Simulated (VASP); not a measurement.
# MnSb (Fm-3m) in VASP: notebook

Runs on MnSb. Level: LDA. Tasks: single point.

Everything below comes from runs of VASP 6.6.1. Logs are shortened: lines on timing, memory, paths and dates and some standing lists are left out, and cuts for length are marked.

**1. The cell of the first run**

It takes space group Fm-3m (No. 225, cubic). Conventional cell: a = 5.609 Å, b = 5.609 Å, c = 5.609 Å, α = 90.00°, β = 90.00°, γ = 90.00°. Mn (site symmetry m-3m) has 6 Sb at 2.80 Å within 3.7 Å. Sb (site symmetry m-3m) has 6 Mn at 2.80 Å within 3.7 Å.

**2. Single point, LDA, collinear spin, ferromagnetic start**

Contents of INCAR:

```
  PREC = Accurate
  ENCUT = 520
  EDIFF = 1E-6
  ISMEAR = -1
  SIGMA = 0.1
  LREAL = F
  LASPH = T
  NELM = 150
  ALGO = Normal
  ISIF = 2
  LWAVE = F
  LCHARG = T
  ISPIN = 2
  MAGMOM = 5.2 0
  LORBIT = 11
  LMAXMIX = 4
  GGA = CA
  LELF = T
  LVHAR = T
  NBANDS = 20
```

Contents of KPOINTS:

```
regular mesh
0
Gamma
  9 9 9
```

Contents of POSCAR:

```
MnSb
1.0
    0.0000000000      2.8043018357      2.8043018357
    2.8043018357      0.0000000000      2.8043018357
    2.8043018357      2.8043018357      0.0000000000
Mn Sb
1 1
Direct
    0.0000000000      0.0000000000      0.0000000000
    0.5000000000      0.5000000000      0.5000000000
```

Potentials or basis: VASP PAW LDA potentials, release 64 (Mn_pv, Sb).

The run is started by

```bash
cat potpaw_LDA.64/Mn_pv/POTCAR potpaw_LDA.64/Sb/POTCAR > POTCAR
mpirun -np 1 vasp_std > vasp.out
```

OUTCAR:

```text
PREC = Accurate
   ENCUT = 520
   EDIFF = 1E-6
   ISMEAR = -1
   LREAL = F
   LASPH = T
   NELM = 150
   ISIF = 2
   ISPIN = 2
   LORBIT = 11
   GGA = CA

 ion  position               nearest neighbor table
   1  0.000  0.000  0.000-   2 2.80   2 2.80   2 2.80   2 2.80   2 2.80   2 2.80
   2  0.500  0.500  0.500-   1 2.80   1 2.80   1 2.80   1 2.80   1 2.80   1 2.80

  LATTYP: Found a face centered cubic cell.
 ALAT       =     5.6086036714

  Lattice vectors:

 A1 = (   0.0000000000,   2.8043018357,   2.8043018357)
 A2 = (   2.8043018357,   0.0000000000,   2.8043018357)
 A3 = (   2.8043018357,   2.8043018357,   0.0000000000)

Analysis of symmetry for initial positions (statically):
=====================================================================
 Subroutine PRICEL returns:
 Original cell was already a primitive cell.

 Routine SETGRP: Setting up the symmetry group for a
 face centered cubic supercell.

 Subroutine GETGRP returns: Found 48 space group operations
 (whereof 48 operations were pure point group operations)
 out of a pool of 48 trial point group operations.

The static configuration has the point symmetry O_h .

Analysis of symmetry for dynamics (positions and initial velocities):
=====================================================================
 Subroutine PRICEL returns:
 Original cell was already a primitive cell.

 Routine SETGRP: Setting up the symmetry group for a
 face centered cubic supercell.

 Subroutine GETGRP returns: Found 48 space group operations
 (whereof 48 operations were pure point group operations)
 out of a pool of 48 trial point group operations.

The dynamic configuration has the point symmetry O_h .

Analysis of structural, dynamic, and magnetic symmetry:
=====================================================================
 Subroutine PRICEL returns:
 Original cell was already a primitive cell.

 Routine SETGRP: Setting up the symmetry group for a
 face centered cubic supercell.

 Subroutine GETGRP returns: Found 48 space group operations
 (whereof 48 operations were pure point group operations)
 out of a pool of 48 trial point group operations.

The overall configuration has the point symmetry O_h .

 Subroutine INISYM returns: Found 48 space group operations
 (whereof 48 operations are pure point group operations),
 and found     1 'primitive' translations

----------------------------------------------------------------------------------------

                                     Primitive cell

  volume of cell :      44.1067

  direct lattice vectors                    reciprocal lattice vectors
     0.000000000  2.804301836  2.804301836    -0.178297498  0.178297498  0.178297498
     2.804301836  0.000000000  2.804301836     0.178297498 -0.178297498  0.178297498
     2.804301836  2.804301836  0.000000000     0.178297498  0.178297498 -0.178297498

  length of vectors
     3.965881689  3.965881689  3.965881689     0.308820325  0.308820325  0.308820325

  position of ions in fractional coordinates (direct lattice)
     0.000000000  0.000000000  0.000000000
     0.500000000  0.500000000  0.500000000

  ion indices of the primitive-cell ions
   primitive index   ion index
                 1           1
                 2           2

----------------------------------------------------------------------------------------

 KPOINTS: regular mesh

Automatic generation of k-mesh.
 Grid dimensions read from file:
 generate k-points for:    9    9    9

 Generating k-lattice:

  Cartesian coordinates                     Fractional coordinates (reciprocal lattice)
    -0.019810833  0.019810833  0.019810833     0.111111111  0.000000000  0.000000000
     0.019810833 -0.019810833  0.019810833     0.000000000  0.111111111  0.000000000
     0.019810833  0.019810833 -0.019810833     0.000000000  0.000000000  0.111111111

  Length of vectors
     0.034313369  0.034313369  0.034313369

  Shift w.r.t. Gamma in fractional coordinates (k-lattice)
     0.000000000  0.000000000  0.000000000

 Subroutine IBZKPT returns following result:
 ===========================================

 Found     35 irreducible k-points:

 Following reciprocal coordinates:
            Coordinates               Weight
  0.000000  0.000000  0.000000      1.000000
  0.111111  0.000000  0.000000      8.000000
  0.222222  0.000000  0.000000      8.000000
  0.333333  0.000000  0.000000      8.000000
  0.444444  0.000000  0.000000      8.000000
  0.111111  0.111111  0.000000      6.000000
[... 16 lines left out ...]
 -0.333333  0.333333  0.000000     12.000000
  0.444444  0.444444  0.000000      6.000000
 [... further k-points ...]
   k-points           NKPTS =     35   k-points in BZ     NKDIM =     35   number of bands    NBANDS=     20
   number of dos      NEDOS =    301   number of ions     NIONS =      2
   total plane-waves  NPLWV =  27000
   dimension x,y,z NGX =    30 NGY =   30 NGZ =   30
   dimension x,y,z NGXF=    60 NGYF=   60 NGZF=   60
   ions per type =               1   1
   NGX,Y,Z   is equivalent  to a cutoff of  12.58, 12.58, 12.58 a.u.
   NGXF,Y,Z  is equivalent  to a cutoff of  25.15, 25.15, 25.15 a.u.
 SYSTEM =  unknown system
   PREC   = accura    normal or accurate (medium, high low for compatibility)
   ISTART =      0    job   : 0-new  1-cont  2-samecut
   ICHARG =      2    charge: 1-file 2-atom 10-const
   ISPIN  =      2    spin polarized calculation?
   LNONCOLLINEAR =      F non collinear calculations
   LSORBIT =      F    spin-orbit coupling
   LASPH  =      T    aspherical Exc in radial PAW
   ENCUT  =  520.0 eV  38.22 Ry    6.18 a.u.   7.37  7.37  7.37*2*pi/ulx,y,z
   NELM   =    150;   NELMIN=  2; NELMDL= -5     # of ELM steps
   EDIFF  = 0.1E-05   stopping-criterion for ELM
   LREAL  =      F    real-space projection
[... 7 lines left out ...]
   TEBEG  =    0.0;   TEEND  =   0.0 temperature during run
   PSTRESS=    0.0 pullay stress
   NELECT =      18.0000    total number of electrons
   NUPDOWN=      -1.0000    fix difference up-down
   EMIN   =  10.00;   EMAX   =-10.00  energy-range for DOS
   EFERMI =   0.00;   METHOD = LEGACY
   ISMEAR =    -1;   SIGMA  =   0.10  broadening in eV -4-tet -1-fermi 0-gaus
   EFERMI_NEDOS =   21; number of points for ismear=-14 and -15
   IALGO  =     38    algorithm
   IMIX   =      4    mixing-type and parameters
     AMIX     =   0.40;   BMIX     =  1.00
     AMIX_MAG =   1.60;   BMIX_MAG =  1.00
  volume/ion in A,a.u.               =      22.05       148.82
  Fermi-wavevector in a.u.,A,eV,Ry     =   1.214314  2.294720 20.062578  1.474558
  Thomas-Fermi vector in A             =   2.349738
   LORBIT       =     11    0 simple, 1 ext, 2 COOP (PROOUT), +10 PAW based schemes
   GGA     = CA    functional components
   LHFCALC =     F    Hartree Fock is set to
   AEXX    =    0.0000 exact exchange contribution
   IVDW    =     0    specifies the selected vdW correction
   LEPSILON=     F    determine dielectric tensor
   LRPA    =     F    only Hartree local field effects (RPA)
 spin polarized calculation
  energy-cutoff  :      520.00
  volume of cell :       44.11
 maximum number of plane-waves:      1243
 NGX is ok and might be reduce to    30
   NGX = 15   NGY = 15   NGZ = 15

 number of electron      17.9999987 magnetization       3.6758568

 Free energy of the ion-electron system (eV)
  ---------------------------------------------------
  ext. energy  EPLUGINS =         0.00000000
  ---------------------------------------------------
  free energy    TOTEN  =       -13.96862588 eV

  energy without entropy =      -13.92231107  energy(sigma->0) =      -13.94546848

 E-fermi :   7.2267     XC(G=0): -10.7624

 val. band max:        7.2077082559   @ k =   0.1111   0.1111   0.0000
 cond. band min:       7.2357638339   @ k =  -0.3333   0.3333   0.1111
 fundamental gap:      0.0280555780
 Fermi energy:         7.2266772093

 spin component 1

 k-point     1 :       0.0000    0.0000    0.0000
  band No.  band energies     occupation
      1     -42.2525      1.00000
      2     -42.2525      1.00000
      3     -42.2525      1.00000
      4      -4.1910      1.00000
      5       4.5714      1.00000
      6       4.5714      1.00000
[... 12 lines left out ...]
     19      16.8100      0.00000
     20      16.8100      0.00000

 k-point     2 :       0.1111    0.0000    0.0000
  band No.  band energies     occupation
      1     -42.2528      1.00000
      2     -42.2525      1.00000
      3     -42.2525      1.00000
      4      -4.0314      1.00000
      5       4.4673      1.00000
      6       4.5398      1.00000
[... 498 lines left out ...]
 k-point    24 :       0.4444    0.4444    0.0000
  band No.  band energies     occupation
      1     -42.2553      1.00000
      2     -42.2537      1.00000
      3     -42.2537      1.00000
      4      -1.9161      1.00000
      5       2.7040      1.00000
      6       4.1616      1.00000
[... 12 lines left out ...]
     19      21.6868      0.00000
     20      21.6868      0.00000

 [... further k-points ...]

 spin component 2

 k-point     1 :       0.0000    0.0000    0.0000
  band No.  band energies     occupation
      1     -38.8084      1.00000
      2     -38.8084      1.00000
      3     -38.8084      1.00000
      4      -4.0449      1.00000
      5       7.3193      0.28372
      6       7.3193      0.28372
[... 12 lines left out ...]
     19      17.5328      0.00000
     20      17.5328      0.00000

 k-point     2 :       0.1111    0.0000    0.0000
  band No.  band energies     occupation
      1     -38.8088      1.00000
      2     -38.8083      1.00000
      3     -38.8083      1.00000
      4      -3.8890      1.00000
      5       6.6883      0.99543
      6       6.8996      0.96342
[... 498 lines left out ...]
 k-point    24 :       0.4444    0.4444    0.0000
  band No.  band energies     occupation
      1     -38.8121      1.00000
      2     -38.8100      1.00000
      3     -38.8100      1.00000
      4      -1.7794      1.00000
      5       2.9893      1.00000
      6       6.0072      0.99999
[... 12 lines left out ...]
     19      21.8301      0.00000
     20      21.8301      0.00000

 [... further k-points ...]

------------------------ aborting loop because EDIFF is reached ----------------------------------------

  FORCE on cell =-STRESS in cart. coord.  units (eV):
  Direction    XX          YY          ZZ          XY          YZ          ZX
  --------------------------------------------------------------------------------------
  -------------------------------------------------------------------------------------
  Total       -2.3372391     -2.3372391     -2.3372391      0.0000000      0.0000000     -0.0000000
  in kB      -84.9003457    -84.9003457    -84.9003457      0.0000000      0.0000000     -0.0000000
  external PRESSURE =     -84.9003457 kB  Pullay stress =       0.0000000 kB

 VOLUME and BASIS-vectors are now :
 -----------------------------------------------------------------------------
  energy-cutoff  :      520.00
  volume of cell :       44.11
      direct lattice vectors                 reciprocal lattice vectors
     0.000000000  2.804301836  2.804301836    -0.178297498  0.178297498  0.178297498
     2.804301836  0.000000000  2.804301836     0.178297498 -0.178297498  0.178297498
     2.804301836  2.804301836  0.000000000     0.178297498  0.178297498 -0.178297498

 POSITION                                       TOTAL-FORCE (eV/Angst)
 -----------------------------------------------------------------------------------
      0.00000      0.00000      0.00000        -0.000000     -0.000000      0.000000
      2.80430      2.80430      2.80430         0.000000      0.000000     -0.000000
 -----------------------------------------------------------------------------------
    total drift:                               -0.000000      0.000000      0.000000

  FREE ENERGIE OF THE ION-ELECTRON SYSTEM (eV)
  ---------------------------------------------------
  free  energy   TOTEN  =       -13.9686258811 eV

  energy  without entropy=      -13.9223110701  energy(sigma->0) =      -13.94546848

 total charge

# of ion       s       p       d       tot
------------------------------------------
    1        0.283   6.174   5.031  11.487
    2        1.153   1.285   0.038   2.476
--------------------------------------------------
tot          1.436   7.459   5.069  13.963

 magnetization (x)

# of ion       s       p       d       tot
------------------------------------------
    1        0.064   0.026   3.481   3.571
    2        0.012  -0.106   0.011  -0.083
--------------------------------------------------
tot          0.076  -0.080   3.492   3.488
```

It took 90 s on 1 thread of Intel Xeon Platinum 8375C at 2.90GHz (Ice Lake), shared host; peak memory 0.19 GiB.

Results:

| Quantity | Value |
| --- | --- |
| Free energy | -13.9686 eV |
| Pressure | -8.5 GPa |
| Net moment | 3.68 μB per cell |
| Site moments | Mn +3.57; Sb -0.08 μB |
| Valence electrons inside the program's atomic spheres | Mn 11.49; Sb 2.48 |

Levels at points of the mesh, in eV from the Fermi level:
Spin up:
```
           k point  band 7  band 8  band 9  band 10  band 11  band 12  band 13  band 14  band 15  band 16
(0.00, 0.00, 0.00)   -2.66   -2.49   -2.49     1.28     1.28     1.28     4.89     8.22     8.22     8.22
```
Spin down:
```csv
k point,band 3,band 4,band 5,band 6,band 7,band 8,band 9,band 10,band 11,band 12
"(0.00, 0.00, 0.00)",-46.04,-11.27,0.09,0.09,0.09,0.14,0.14,1.39,1.39,1.39
```

Caveat: the cell stands under tension; spin-orbit coupling is left out, which moves the levels of the heavy elements; a cell with one magnetic atom can't hold antiferromagnetic order, which such compounds often take.

(Part 1 of 2 ends here.)
